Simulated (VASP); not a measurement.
# W2N3 (Cmcm) in VASP: single point with PBE+D3(BJ)

Aim: the single point of W2N3 with PBE+D3(BJ).

All numbers are computed with VASP 6.6.1; they aren't measurements. Logs are shortened: lines on timing, memory, paths and dates and some standing lists are left out, and cuts for length are marked.

**1. The cell of the first run**

The structure is orthorhombic, space group Cmcm (No. 63). The conventional cell has a = 2.460 Å, b = 5.014 Å, c = 15.305 Å, α = 90.00°, β = 90.00°, γ = 90.00°. Within 2.5 Å of W (site symmetry m) lie 6 N at 1.86 to 2.22 Å and 2 W at 2.46 Å. N (site symmetry m) has 3 W at 1.86 to 2.01 Å and 3 N at 2.46 to 2.57 Å within 2.6 Å. Within 2.8 Å of N (site symmetry m2m) lie 6 W at 2.08 to 2.22 Å and 8 N at 2.46 to 2.79 Å.

**2. Single point, PBE+D3(BJ) (strain -0.1500 x Voigt [1, 0, 0, 0, 0, 0])**

Input file INCAR:

```
  ALGO = Fast
  EDIFF = 1E-6
  ENCUT = 520
  GGA = PE
  ISIF = 2
  ISMEAR = 0
  IVDW = 12
  LASPH = True
  LCHARG = True
  LELF = True
  LREAL = False
  LVHAR = True
  LWAVE = False
  NBANDS = 54
  NELM = 60
  PREC = Accurate
  SIGMA = 0.15
```

Input file KPOINTS:

```
k-points
0
Gamma
  18 18 4
```

Input file POSCAR:

```
W2N3
1.0
    2.4604917873      0.0000000000      0.0000000000
   -1.2302458937      2.5068804631      0.0000000000
    0.0000000000      0.0000000000     15.3045661631
W N
4 6
Direct
    0.6666666667      0.3333333333      0.1546446991
    0.3333333333      0.6666666667      0.8453553009
    0.3333333333      0.6666666667      0.6546446991
    0.6666666667      0.3333333333      0.3453553009
    0.6666666667      0.3333333333      0.9182231565
    0.3333333333      0.6666666667      0.0817768435
    0.3333333333      0.6666666667      0.4182231565
    0.6666666667      0.3333333333      0.5817768435
    0.6666666667      0.3333333333      0.7500000000
    0.3333333333      0.6666666667      0.2500000000
```

Potentials or basis: VASP PAW PBE potentials, release 64 (W_sv, N).

The run is started by

```bash
cat potpaw_PBE.64/W_sv/POTCAR potpaw_PBE.64/N/POTCAR > POTCAR
mpirun -np 1 vasp_std > vasp.out
```

OUTCAR:

```text
EDIFF = 1E-6
   ENCUT = 520
   GGA = PE
   ISIF = 2
   ISMEAR = 0
   IVDW = 12
   LASPH = True
   LREAL = False
   NELM = 60
   PREC = Accurate
 IVDW          = 12

 ion  position               nearest neighbor table
   1  0.667  0.333  0.155-   6 1.86   6 1.86   6 2.01  10 2.08  10 2.08  10 2.22   4 2.92
   2  0.333  0.667  0.845-   5 1.86   5 1.86   5 2.01   9 2.08   9 2.08   9 2.22   3 2.92
   3  0.333  0.667  0.655-   8 1.86   8 1.86   8 2.01   9 2.08   9 2.08   9 2.22   2 2.92
   4  0.667  0.333  0.345-   7 1.86   7 1.86   7 2.01  10 2.08  10 2.08  10 2.22   1 2.92
   5  0.667  0.333  0.918-   2 1.86   2 1.86   2 2.01
   6  0.333  0.667  0.082-   1 1.86   1 1.86   1 2.01
   7  0.333  0.667  0.418-   4 1.86   4 1.86   4 2.01
   8  0.667  0.333  0.582-   3 1.86   3 1.86   3 2.01
   9  0.667  0.333  0.750-   2 2.08   3 2.08   2 2.08   3 2.08   2 2.22   3 2.22
  10  0.333  0.667  0.250-   1 2.08   4 2.08   1 2.08   4 2.08   1 2.22   4 2.22

  LATTYP: Found a base centered orthorhombic cell.
 ALAT       =     2.4604917873
 B/A-ratio  =     2.0377068325
 C/A-ratio  =     6.2201248718

  Lattice vectors:

 A1 = (   1.2302458937,  -2.5068804631,   0.0000000000)
 A2 = (   1.2302458936,   2.5068804631,   0.0000000000)
 A3 = (   0.0000000000,   0.0000000000,  15.3045661631)

Analysis of symmetry for initial positions (statically):
=====================================================================
 Subroutine PRICEL returns:
 Original cell was already a primitive cell.

 Routine SETGRP: Setting up the symmetry group for a
 base centered orthorhombic supercell.

 Subroutine GETGRP returns: Found  8 space group operations
 (whereof  4 operations were pure point group operations)
 out of a pool of  8 trial point group operations.

The static configuration has the point symmetry C_2h.
 The point group associated with its full space group is D_2h.

Analysis of symmetry for dynamics (positions and initial velocities):
=====================================================================
 Subroutine PRICEL returns:
 Original cell was already a primitive cell.

 Routine SETGRP: Setting up the symmetry group for a
 base centered orthorhombic supercell.

 Subroutine GETGRP returns: Found  8 space group operations
 (whereof  4 operations were pure point group operations)
 out of a pool of  8 trial point group operations.

The dynamic configuration has the point symmetry C_2h.
 The point group associated with its full space group is D_2h.

 Subroutine INISYM returns: Found  8 space group operations
 (whereof  4 operations are pure point group operations),
 and found     1 'primitive' translations

----------------------------------------------------------------------------------------

                                     Primitive cell

  volume of cell :      94.4010

  direct lattice vectors                    reciprocal lattice vectors
     2.460491787  0.000000000  0.000000000     0.406422816  0.199451074  0.000000000
    -1.230245894  2.506880463  0.000000000     0.000000000  0.398902147  0.000000000
     0.000000000  0.000000000 15.304566163     0.000000000  0.000000000  0.065339977

  length of vectors
     2.460491787  2.792481802 15.304566163     0.452725343  0.398902147  0.065339977

  position of ions in fractional coordinates (direct lattice)
     0.666666667  0.333333333  0.154644699
     0.333333333  0.666666667  0.845355301
     0.333333333  0.666666667  0.654644699
     0.666666667  0.333333333  0.345355301
     0.666666667  0.333333333  0.918223156
     0.333333333  0.666666667  0.081776844
     0.333333333  0.666666667  0.418223156
     0.666666667  0.333333333  0.581776844
     0.666666667  0.333333333  0.750000000
     0.333333333  0.666666667  0.250000000

  ion indices of the primitive-cell ions
   primitive index   ion index
                 1           1
                 2           2
                 3           3
                 4           4
                 5           5
                 6           6
                 7           7
                 8           8
                 9           9
                10          10

----------------------------------------------------------------------------------------

 KPOINTS: k-points

Automatic generation of k-mesh.
 Grid dimensions read from file:
 generate k-points for:   18   18    4

 Generating k-lattice:

  Cartesian coordinates                     Fractional coordinates (reciprocal lattice)
     0.022579045  0.011080615  0.000000000     0.055555556  0.000000000  0.000000000
     0.000000000  0.022161230  0.000000000     0.000000000  0.055555556  0.000000000
     0.000000000  0.000000000  0.016334994     0.000000000  0.000000000  0.250000000

  Length of vectors
     0.025151408  0.022161230  0.016334994

  Shift w.r.t. Gamma in fractional coordinates (k-lattice)
     0.000000000  0.000000000  0.000000000

 Subroutine IBZKPT returns following result:
 ===========================================

 Found    273 irreducible k-points:

 Following reciprocal coordinates:
            Coordinates               Weight
  0.000000  0.000000  0.000000      1.000000
  0.055556  0.000000  0.000000      4.000000
  0.111111  0.000000  0.000000      4.000000
  0.166667  0.000000  0.000000      4.000000
  0.222222  0.000000  0.000000      4.000000
  0.277778  0.000000  0.000000      4.000000
[... 16 lines left out ...]
 -0.333333  0.055556  0.000000      4.000000
 -0.277778  0.055556  0.000000      4.000000
 [... further k-points ...]
   k-points           NKPTS =    273   k-points in BZ     NKDIM =    273   number of bands    NBANDS=     54
   number of dos      NEDOS =    301   number of ions     NIONS =     10
   total plane-waves  NPLWV =  51840
   dimension x,y,z NGX =    18 NGY =   24 NGZ =  120
   dimension x,y,z NGXF=    36 NGYF=   48 NGZF=  240
   ions per type =               4   6
   NGX,Y,Z   is equivalent  to a cutoff of  12.16, 14.29, 13.04 a.u.
   NGXF,Y,Z  is equivalent  to a cutoff of  24.32, 28.58, 26.07 a.u.
 SYSTEM =  unknown system
   PREC   = accura    normal or accurate (medium, high low for compatibility)
   ISTART =      0    job   : 0-new  1-cont  2-samecut
   ICHARG =      2    charge: 1-file 2-atom 10-const
   ISPIN  =      1    spin polarized calculation?
   LNONCOLLINEAR =      F non collinear calculations
   LSORBIT =      F    spin-orbit coupling
   LASPH  =      T    aspherical Exc in radial PAW
   ENCUT  =  520.0 eV  38.22 Ry    6.18 a.u.   4.57  5.19 28.46*2*pi/ulx,y,z
   NELM   =     60;   NELMIN=  2; NELMDL= -5     # of ELM steps
   EDIFF  = 0.1E-05   stopping-criterion for ELM
   LREAL  =      F    real-space projection
   EDIFFG = 0.1E-04   stopping-criterion for IOM
   NSW    =      0    number of steps for IOM
   IBRION =     -1    ionic relax: 0-MD 1-quasi-New 2-CG
   NFREE  =      0    steps in history (QN), initial steepest desc. (CG)
   ISIF   =      2    stress and relaxation
   ISYM   =      2    0-nonsym 1-usesym 2-fastsym
   POTIM  = 0.5000    time-step for ionic-motion
   TEBEG  =    0.0;   TEEND  =   0.0 temperature during run
   PSTRESS=    0.0 pullay stress
   NELECT =      86.0000    total number of electrons
   NUPDOWN=      -1.0000    fix difference up-down
   EMIN   =  10.00;   EMAX   =-10.00  energy-range for DOS
   EFERMI =   0.00;   METHOD = LEGACY
   ISMEAR =     0;   SIGMA  =   0.15  broadening in eV -4-tet -1-fermi 0-gaus
   EFERMI_NEDOS =   21; number of points for ismear=-14 and -15
   IALGO  =     68    algorithm
   IMIX   =      4    mixing-type and parameters
     AMIX     =   0.40;   BMIX     =  1.00
     AMIX_MAG =   1.60;   BMIX_MAG =  1.00
  volume/ion in A,a.u.               =       9.44        63.70
  Fermi-wavevector in a.u.,A,eV,Ry     =   1.587019  2.999031 34.268032  2.518629
  Thomas-Fermi vector in A             =   2.686241
   LORBIT       =      0    0 simple, 1 ext, 2 COOP (PROOUT), +10 PAW based schemes
   GGA     = PE    functional components
   LHFCALC =     F    Hartree Fock is set to
   AEXX    =    0.0000 exact exchange contribution
   IVDW    =    12    specifies the selected vdW correction
   LEPSILON=     F    determine dielectric tensor
   LRPA    =     F    only Hartree local field effects (RPA)
 non-spin polarized calculation
 RMM-DIIS sequential band-by-band and
 Gauss-broadening in eV      SIGMA  =   0.15
  energy-cutoff  :      520.00
  volume of cell :       94.40
 maximum number of plane-waves:      2574
   NGX =  9   NGY = 11   NGZ = 57

 number of electron      86.0000003 magnetization

 Free energy of the ion-electron system (eV)
  ---------------------------------------------------
  ext. energy  EPLUGINS =         0.00000000
  ---------------------------------------------------
  free energy    TOTEN  =       -94.34921328 eV

  energy without entropy =      -94.28635299  energy(sigma->0) =      -94.31778313

 E-fermi :  10.2273     XC(G=0): -13.3328

 val. band max:       10.2266529886   @ k =   0.1667   0.0000   0.0000
 cond. band min:      10.2317158623   @ k =   0.0000   0.0556   0.0000
 fundamental gap:      0.0050628737
 Fermi energy:        10.2273279645

 k-point     1 :       0.0000    0.0000    0.0000
  band No.  band energies     occupation
      1     -64.1984      2.00000
      2     -64.1984      2.00000
      3     -64.1820      2.00000
      4     -64.1820      2.00000
      5     -29.0475      2.00000
      6     -29.0463      2.00000
[... 46 lines left out ...]
     53      15.2906      0.00000
     54      15.5814      0.00000

 k-point     2 :       0.0556    0.0000    0.0000
  band No.  band energies     occupation
      1     -64.1900      2.00000
      2     -64.1900      2.00000
      3     -64.1737      2.00000
      4     -64.1737      2.00000
      5     -29.0311      2.00000
      6     -29.0299      2.00000
[... 46 lines left out ...]
     53      15.0903      0.00000
     54      15.4922      0.00000

 k-point     3 :       0.1111    0.0000    0.0000
  band No.  band energies     occupation
      1     -64.1658      2.00000
      2     -64.1658      2.00000
      3     -64.1496      2.00000
      4     -64.1496      2.00000
      5     -28.9837      2.00000
      6     -28.9825      2.00000
[... 46 lines left out ...]
     53      14.8459      0.00000
     54      14.9394      0.00000
[... 1084 lines left out ...]
 k-point    23 :      -0.3333    0.0556    0.0000
  band No.  band energies     occupation
      1     -63.9942      2.00000
      2     -63.9941      2.00000
      3     -63.9791      2.00000
      4     -63.9791      2.00000
      5     -29.4434      2.00000
      6     -29.4433      2.00000
[... 46 lines left out ...]
     53      15.3617      0.00000
     54      15.7291      0.00000

 k-point    24 :      -0.2778    0.0556    0.0000
  band No.  band energies     occupation
      1     -64.0412      2.00000
      2     -64.0412      2.00000
      3     -64.0258      2.00000
      4     -64.0258      2.00000
      5     -29.0317      2.00000
      6     -29.0316      2.00000
[... 46 lines left out ...]
     53      14.8085      0.00000
     54      15.2407      0.00000

 [... further k-points ...]

------------------------ aborting loop because EDIFF is reached ----------------------------------------

 Edisp (eV)   -4.03374

 E8    (eV) :    -1.7455

  FORCE on cell =-STRESS in cart. coord.  units (eV):
  Direction    XX          YY          ZZ          XY          YZ          ZX
  --------------------------------------------------------------------------------------
  -------------------------------------------------------------------------------------
  Total     103.85725    32.19149    25.01446    -0.00000     0.00000     0.00000
  in kB    1762.66923   546.35524   424.54638    -0.00000     0.00000     0.00000
  external pressure =      911.19 kB  Pullay stress =        0.00 kB

 VOLUME and BASIS-vectors are now :
 -----------------------------------------------------------------------------
  energy-cutoff  :      520.00
  volume of cell :       94.40
      direct lattice vectors                 reciprocal lattice vectors
     2.460491787  0.000000000  0.000000000     0.406422816  0.199451074  0.000000000
    -1.230245894  2.506880463  0.000000000     0.000000000  0.398902147  0.000000000
     0.000000000  0.000000000 15.304566163     0.000000000  0.000000000  0.065339977

 POSITION                                       TOTAL-FORCE (eV/Angst)
 -----------------------------------------------------------------------------------
      1.23025      0.83563      2.36677         0.000000     -2.592666      2.477352
     -0.00000      1.67125     12.93780        -0.000000      2.592666     -2.477352
     -0.00000      1.67125     10.01905        -0.000000      2.592666      2.477352
      1.23025      0.83563      5.28551         0.000000     -2.592666     -2.477352
      1.23025      0.83563     14.05301         0.000000     -2.424478      3.882193
     -0.00000      1.67125      1.25156        -0.000000      2.424478     -3.882193
     -0.00000      1.67125      6.40072        -0.000000      2.424478      3.882193
      1.23025      0.83563      8.90384         0.000000     -2.424478     -3.882193
      1.23025      0.83563     11.47842         0.000000     -0.377885      0.000000
     -0.00000      1.67125      3.82614        -0.000000      0.377885     -0.000000
 -----------------------------------------------------------------------------------
    total drift:                               -0.000000      0.000000     -0.000000

  FREE ENERGIE OF THE ION-ELECTRON SYSTEM (eV)
  ---------------------------------------------------
  free  energy   TOTEN  =       -98.3829501912 eV

  energy  without entropy=      -98.3200898990  energy(sigma->0) =      -98.35152005
```

Wall time 31 min (1 thread of AMD EPYC 9755, shared host); peak memory 0.93 GiB.

What came out:

```
Free energy                : -98.3830 eV
Pressure                   : 91.1 GPa
Largest force              : 4.577 eV/Å
Band gap on the k mesh     : zero (bands 43 and 44 overlap by 2.10 eV)
Dispersion energy per atom : -0.403 eV
```

Forces on the atoms (eV/Å):
```
W    0.000 -2.593  2.477
W    0.000  2.593 -2.477
W    0.000  2.593  2.477
W    0.000 -2.593 -2.477
N    0.000 -2.424  3.882
N    0.000  2.424 -3.882
N    0.000  2.424  3.882
N    0.000 -2.424 -3.882
N    0.000 -0.378  0.000
N    0.000  0.378  0.000
```

Stress tensor (GPa, compression positive):
```
176.27   0.00   0.00
  0.00  54.64   0.00
  0.00   0.00  42.45
```

Caveat: the cell differs from its parent crystal (strain -0.1500 x Voigt [1, 0, 0, 0, 0, 0]); the stress differs along the axes, from 42 to 176 GPa; spin-orbit coupling is left out, which moves the levels of the heavy elements; forces of over 1 eV/Å act on the atoms, so gaps and moduli don't describe the material at rest.
